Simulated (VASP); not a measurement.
# Al9Ru7 (a cell with a defect) in VASP: relaxation of the atoms with PBE

Aim: the relaxation of the atoms of Al9Ru7 (a cell with a defect) with PBE.

Program: VASP 6.6.1. These are calculated values, not measurements. Logs are shortened: lines on timing, memory, paths and dates and some standing lists are left out, and cuts for length are marked.

## 1. The cell of the first run

The cell holds a defect, 16 atoms: a = 6.008 Å, b = 6.008 Å, c = 6.008 Å, α = 90.00°, β = 90.00°, γ = 90.00°.

## 2. Relaxation of the atoms, PBE

INCAR

```
PREC = Accurate
ENCUT = 450
EDIFF = 1E-7
ISMEAR = 0
SIGMA = 0.1
LREAL = Auto
LASPH = T
NELM = 120
ALGO = Normal
ISIF = 2
LWAVE = F
LCHARG = F
GGA = PE
IBRION = 2
NSW = 65
EDIFFG = -0.025
GGA_COMPAT = F
NELMIN = 4
```

KPOINTS

```
Automatic mesh
0
Gamma
  1 1 1
```

POSCAR

```
Al9Ru7
1.0
    6.0083537092      0.0000000000      0.0000000000
    0.0000000000     -6.0083537092      0.0000000000
    0.0000000000      0.0000000000     -6.0083537092
Al Ru
9 7
Direct
    0.0000000000      0.0000000000      0.0000000000
    0.0000000000      0.0000000000      0.5000000000
    0.0000000000      0.5000000000      0.0000000000
    0.0000000000      0.5000000000      0.5000000000
    0.5000000000      0.0000000000      0.0000000000
    0.5000000000      0.0000000000      0.5000000000
    0.5000000000      0.5000000000      0.0000000000
    0.5000000000      0.5000000000      0.5000000000
    0.2500000000      0.2500000000      0.2500000000
    0.2500000000      0.2500000000      0.7500000000
    0.2500000000      0.7500000000      0.2500000000
    0.2500000000      0.7500000000      0.7500000000
    0.7500000000      0.2500000000      0.2500000000
    0.7500000000      0.2500000000      0.7500000000
    0.7500000000      0.7500000000      0.2500000000
    0.7500000000      0.7500000000      0.7500000000
```

Potentials or basis: VASP PAW PBE potentials, release 64 (Al, Ru_sv).

Launch:

```bash
cat potpaw_PBE.64/Al/POTCAR potpaw_PBE.64/Ru_sv/POTCAR > POTCAR
mpirun -np 1 vasp_gam > vasp.out
```

OUTCAR:

```text
PREC = Accurate
   ENCUT = 450
   EDIFF = 1E-7
   ISMEAR = 0
   LREAL = Auto
   LASPH = T
   NELM = 120
   ISIF = 2
   GGA = PE
   IBRION = 2
   NSW = 65
   EDIFFG = -0.025
   NELMIN = 4

 ion  position               nearest neighbor table
   1  0.000  0.000  0.000-   9 2.60  10 2.60  11 2.60  12 2.60  13 2.60  14 2.60  15 2.60  16 2.60
                             5 3.00   2 3.00   3 3.00   2 3.00   3 3.00   5 3.00
   2  0.000  0.000  0.500-   9 2.60  10 2.60  11 2.60  12 2.60  13 2.60  14 2.60  15 2.60  16 2.60
                             6 3.00   1 3.00   4 3.00   1 3.00   4 3.00   6 3.00
   3  0.000  0.500  0.000-   9 2.60  10 2.60  11 2.60  12 2.60  13 2.60  14 2.60  15 2.60  16 2.60
                             7 3.00   1 3.00   4 3.00   4 3.00   1 3.00   7 3.00
   4  0.000  0.500  0.500-   9 2.60  10 2.60  11 2.60  12 2.60  13 2.60  14 2.60  15 2.60  16 2.60
                             8 3.00   2 3.00   3 3.00   3 3.00   2 3.00   8 3.00
   5  0.500  0.000  0.000-   9 2.60  10 2.60  11 2.60  12 2.60  13 2.60  14 2.60  15 2.60  16 2.60
                             7 3.00   1 3.00   6 3.00   6 3.00   7 3.00   1 3.00
   6  0.500  0.000  0.500-   9 2.60  10 2.60  11 2.60  12 2.60  13 2.60  14 2.60  15 2.60  16 2.60
                             8 3.00   2 3.00   5 3.00   5 3.00   8 3.00   2 3.00
   7  0.500  0.500  0.000-   9 2.60  10 2.60  11 2.60  12 2.60  13 2.60  14 2.60  15 2.60  16 2.60
                             8 3.00   3 3.00   5 3.00   8 3.00   5 3.00   3 3.00
   8  0.500  0.500  0.500-   9 2.60  10 2.60  11 2.60  12 2.60  13 2.60  14 2.60  15 2.60  16 2.60
                             7 3.00   4 3.00   6 3.00   7 3.00   6 3.00   4 3.00
   9  0.250  0.250  0.250-   1 2.60   2 2.60   3 2.60   4 2.60   5 2.60   6 2.60   7 2.60   8 2.60
[... 11 lines left out ...]
  15  0.750  0.750  0.250-   1 2.60   2 2.60   3 2.60   4 2.60   5 2.60   6 2.60   7 2.60   8 2.60

  16  0.750  0.750  0.750-   1 2.60   2 2.60   3 2.60   4 2.60   5 2.60   6 2.60   7 2.60   8 2.60

  LATTYP: Found a simple cubic cell.
 ALAT       =     6.0083537092

  Lattice vectors:

 A1 = (   6.0083537092,   0.0000000000,   0.0000000000)
 A2 = (   0.0000000000,  -6.0083537092,   0.0000000000)
 A3 = (   0.0000000000,   0.0000000000,  -6.0083537092)

Analysis of symmetry for initial positions (statically):
=====================================================================
 Subroutine PRICEL returns:
 Original cell was already a primitive cell.

 Routine SETGRP: Setting up the symmetry group for a
 simple cubic supercell.

 Subroutine GETGRP returns: Found 48 space group operations
 (whereof  6 operations were pure point group operations)
 out of a pool of 48 trial point group operations.

The static configuration has the point symmetry C_3v.
 The point group associated with its full space group is O_h .

Analysis of symmetry for dynamics (positions and initial velocities):
=====================================================================
 Subroutine PRICEL returns:
 Original cell was already a primitive cell.

 Routine SETGRP: Setting up the symmetry group for a
 simple cubic supercell.

 Subroutine GETGRP returns: Found 48 space group operations
 (whereof  6 operations were pure point group operations)
 out of a pool of 48 trial point group operations.

The dynamic configuration has the point symmetry C_3v.
 The point group associated with its full space group is O_h .

 Subroutine INISYM returns: Found 48 space group operations
 (whereof  6 operations are pure point group operations),
 and found     1 'primitive' translations

----------------------------------------------------------------------------------------

                                     Primitive cell

  volume of cell :     216.9035

  direct lattice vectors                    reciprocal lattice vectors
     6.008353709  0.000000000  0.000000000     0.166434942  0.000000000  0.000000000
     0.000000000 -6.008353709  0.000000000     0.000000000 -0.166434942  0.000000000
     0.000000000  0.000000000 -6.008353709     0.000000000  0.000000000 -0.166434942

  length of vectors
     6.008353709  6.008353709  6.008353709     0.166434942  0.166434942  0.166434942

  position of ions in fractional coordinates (direct lattice)
     0.000000000  0.000000000  0.000000000
     0.000000000  0.000000000  0.500000000
     0.000000000  0.500000000  0.000000000
     0.000000000  0.500000000  0.500000000
     0.500000000  0.000000000  0.000000000
     0.500000000  0.000000000  0.500000000
[... 8 lines left out ...]
     0.750000000  0.750000000  0.250000000
[... 68 lines left out ...]
   EDIFF  = 0.1E-06   stopping-criterion for ELM
   LREAL  =      T    real-space projection
   EDIFFG = -.3E-01   stopping-criterion for IOM
   NSW    =     65    number of steps for IOM
   IBRION =      2    ionic relax: 0-MD 1-quasi-New 2-CG
   NFREE  =      1    steps in history (QN), initial steepest desc. (CG)
   ISIF   =      2    stress and relaxation
   ISYM   =      2    0-nonsym 1-usesym 2-fastsym
   POTIM  = 0.5000    time-step for ionic-motion
   TEBEG  =    0.0;   TEEND  =   0.0 temperature during run
   PSTRESS=    0.0 pullay stress
   NELECT =     139.0000    total number of electrons
   NUPDOWN=      -1.0000    fix difference up-down
   EMIN   =  10.00;   EMAX   =-10.00  energy-range for DOS
   EFERMI =   0.00;   METHOD = LEGACY
   ISMEAR =     0;   SIGMA  =   0.10  broadening in eV -4-tet -1-fermi 0-gaus
   EFERMI_NEDOS =   21; number of points for ismear=-14 and -15
   IALGO  =     38    algorithm
   IMIX   =      4    mixing-type and parameters
     AMIX     =   0.40;   BMIX     =  1.00
     AMIX_MAG =   1.60;   BMIX_MAG =  1.00
  volume/ion in A,a.u.               =      13.56        91.48
  Fermi-wavevector in a.u.,A,eV,Ry     =   1.411424  2.667205 27.104420  1.992119
  Thomas-Fermi vector in A             =   2.533277
   LORBIT       =      0    0 simple, 1 ext, 2 COOP (PROOUT), +10 PAW based schemes
   GGA     = PE    functional components
   LHFCALC =     F    Hartree Fock is set to
   AEXX    =    0.0000 exact exchange contribution
   IVDW    =     0    specifies the selected vdW correction
   LEPSILON=     F    determine dielectric tensor
   LRPA    =     F    only Hartree local field effects (RPA)
 conjugate gradient relaxation of ions
 non-spin polarized calculation
 Gauss-broadening in eV      SIGMA  =   0.10
  energy-cutoff  :      450.00
  volume of cell :      216.90
 maximum number of plane-waves:      2365
 NGX is ok and might be reduce to    42
   NGX = 21   NGY = 21   NGZ = 21

--------------------------------------- Ionic step        1  -------------------------------------------

 number of electron     139.0000046 magnetization

 Free energy of the ion-electron system (eV)
  ---------------------------------------------------
  ext. energy  EPLUGINS =         0.00000000
  ---------------------------------------------------
  free energy    TOTEN  =      -105.98658883 eV

  energy without entropy =     -105.88058606  energy(sigma->0) =     -105.93358745

------------------------ aborting loop because EDIFF is reached ----------------------------------------

  FORCE on cell =-STRESS in cart. coord.  units (eV):
  Direction    XX          YY          ZZ          XY          YZ          ZX
  --------------------------------------------------------------------------------------
  -------------------------------------------------------------------------------------
  Total        7.4740644      7.4740644      7.4740644     -0.0000000      0.0000000      0.0000000
  in kB       55.2078636     55.2078636     55.2078636     -0.0000000      0.0000000      0.0000000
  external PRESSURE =      55.2078636 kB  Pullay stress =       0.0000000 kB

 VOLUME and BASIS-vectors are now :
 -----------------------------------------------------------------------------
  energy-cutoff  :      450.00
  volume of cell :      216.90
      direct lattice vectors                 reciprocal lattice vectors
     6.008353709  0.000000000  0.000000000     0.166434942  0.000000000  0.000000000
     0.000000000 -6.008353709  0.000000000     0.000000000 -0.166434942  0.000000000
     0.000000000  0.000000000 -6.008353709     0.000000000  0.000000000 -0.166434942

 POSITION                                       TOTAL-FORCE (eV/Angst)
 -----------------------------------------------------------------------------------
      0.00000      0.00000      0.00000         0.020771     -0.020771     -0.020771
      0.00000      0.00000     -3.00418         0.020771     -0.020771      0.020771
      0.00000     -3.00418      0.00000         0.020771      0.020771     -0.020771
      0.00000     -3.00418     -3.00418         0.020771      0.020771      0.020771
      3.00418      0.00000      0.00000        -0.020771     -0.020771     -0.020771
      3.00418      0.00000     -3.00418        -0.020771     -0.020771      0.020771
[... 8 lines left out ...]
      4.50627     -4.50627     -1.50209         0.000000      0.000000      0.000000
      4.50627     -4.50627     -4.50627         0.000000      0.000000      0.000000
 -----------------------------------------------------------------------------------
    total drift:                                0.000000     -0.000000     -0.000000

  FREE ENERGIE OF THE ION-ELECTRON SYSTEM (eV)
  ---------------------------------------------------
  free  energy   TOTEN  =      -105.9865888350 eV

  energy  without entropy=     -105.8805860601  energy(sigma->0) =     -105.93358745

--------------------------------------- Ionic step        2  -------------------------------------------

 number of electron     139.0000046 magnetization

 Free energy of the ion-electron system (eV)
  ---------------------------------------------------
  ext. energy  EPLUGINS =         0.00000000
  ---------------------------------------------------
  free energy    TOTEN  =      -105.98694141 eV

  energy without entropy =     -105.88093864  energy(sigma->0) =     -105.93394002

 E-fermi :  11.5293     XC(G=0): -12.3654

 val. band max:       11.4609134005   @ k =   0.0000   0.0000   0.0000
 cond. band min:      12.5738166550   @ k =   0.0000   0.0000   0.0000
 fundamental gap:      1.1129032545
 Fermi energy:        11.5293107125

 k-point     1 :       0.0000    0.0000    0.0000
  band No.  band energies     occupation
      1     -60.8840      2.00000
      2     -60.6704      2.00000
      3     -60.6701      2.00000
      4     -60.6701      2.00000
      5     -60.4652      2.00000
      6     -60.4652      2.00000
[... 73 lines left out ...]
     80      14.6640      0.00000
     81      14.9076      0.00000
 [bands above 81 left out]

------------------------ aborting loop because EDIFF is reached ----------------------------------------

  FORCE on cell =-STRESS in cart. coord.  units (eV):
  Direction    XX          YY          ZZ          XY          YZ          ZX
  --------------------------------------------------------------------------------------
  -------------------------------------------------------------------------------------
  Total        7.4120243      7.4120243      7.4120243      0.0000000     -0.0000000     -0.0000000
  in kB       54.7495993     54.7495993     54.7495993      0.0000000     -0.0000000     -0.0000000
  external PRESSURE =      54.7495993 kB  Pullay stress =       0.0000000 kB

 VOLUME and BASIS-vectors are now :
 -----------------------------------------------------------------------------
  energy-cutoff  :      450.00
  volume of cell :      216.90
      direct lattice vectors                 reciprocal lattice vectors
     6.008353709  0.000000000  0.000000000     0.166434942  0.000000000  0.000000000
     0.000000000 -6.008353709  0.000000000     0.000000000 -0.166434942  0.000000000
     0.000000000  0.000000000 -6.008353709     0.000000000  0.000000000 -0.166434942

 POSITION                                       TOTAL-FORCE (eV/Angst)
 -----------------------------------------------------------------------------------
      0.00100     -0.00100     -0.00100         0.008168     -0.008168     -0.008168
      0.00100     -0.00100     -3.00317         0.008168     -0.008168      0.008168
      0.00100     -3.00317     -0.00100         0.008168      0.008168     -0.008168
      0.00100     -3.00317     -3.00317         0.008168      0.008168      0.008168
      3.00317     -0.00100     -0.00100        -0.008168     -0.008168     -0.008168
      3.00317     -0.00100     -3.00317        -0.008168     -0.008168      0.008168
[... 8 lines left out ...]
      4.50627     -4.50627     -1.50209        -0.000000      0.000000      0.000000
      4.50627     -4.50627     -4.50627        -0.000000      0.000000     -0.000000
 -----------------------------------------------------------------------------------
    total drift:                                0.000000     -0.000000     -0.000000

  FREE ENERGIE OF THE ION-ELECTRON SYSTEM (eV)
  ---------------------------------------------------
  free  energy   TOTEN  =      -105.9869414109 eV

  energy  without entropy=     -105.8809386361  energy(sigma->0) =     -105.93394002

 reached required accuracy - stopping structural energy minimisation
```

It took 44 s on 1 thread of Intel Xeon Platinum 8375C at 2.90GHz (Ice Lake), shared host; peak memory 0.25 GiB.

What came out:

```yaml
Free_energy: -105.9869 eV
Energy_gained_by_relaxing: 0.0 meV/atom
Ionic_steps: 2
Pressure_after_relaxing: 5.5 GPa
Largest_force_after_relaxing: 0.014 eV/Å
Band_gap_on_the_k_mesh: zero (an odd number of electrons rules out a gap without spin polarisation)
```

Forces in eV/Å, atoms in the order of the input:
```
Al   0.008 -0.008 -0.008
Al   0.008 -0.008  0.008
Al   0.008  0.008 -0.008
Al   0.008  0.008  0.008
Al  -0.008 -0.008 -0.008
Al  -0.008 -0.008  0.008
Al  -0.008  0.008 -0.008
Al  -0.008  0.008  0.008
Al   0.000  0.000  0.000
Ru   0.000  0.000  0.000
Ru   0.000  0.000  0.000
Ru   0.000  0.000  0.000
Ru   0.000  0.000  0.000
Ru   0.000  0.000  0.000
Ru   0.000  0.000  0.000
Ru   0.000  0.000  0.000
```

The path:
| step | energy change (eV) | largest force (eV/Å) | pressure (GPa) |
| --- | --- | --- | --- |
| 1 | 0.0000 | 0.0360 | 5.52 |
| 2 | -0.0004 | 0.0141 | 5.47 |

Final structure:
```
CELL_PARAMETERS angstrom
6.00835 0.00000 0.00000
0.00000 -6.00835 0.00000
0.00000 0.00000 -6.00835
ATOMIC_POSITIONS crystal
Al 0.00017 0.00017 0.00017
Al 0.00017 0.00017 0.49983
Al 0.00017 0.49983 0.00017
Al 0.00017 0.49983 0.49983
Al 0.49983 0.00017 0.00017
Al 0.49983 0.00017 0.49983
Al 0.49983 0.49983 0.00017
Al 0.49983 0.49983 0.49983
Al 0.25000 0.25000 0.25000
Ru 0.25000 0.25000 0.75000
Ru 0.25000 0.75000 0.25000
Ru 0.25000 0.75000 0.75000
Ru 0.75000 0.25000 0.25000
Ru 0.75000 0.25000 0.75000
Ru 0.75000 0.75000 0.25000
Ru 0.75000 0.75000 0.75000
```

Caveat: the k points lie up to 1.05 Å⁻¹ apart, too coarse for converged energies and pressures of a metal.

The gap in the log of VASP goes by the Fermi energy; the results here count the filled bands.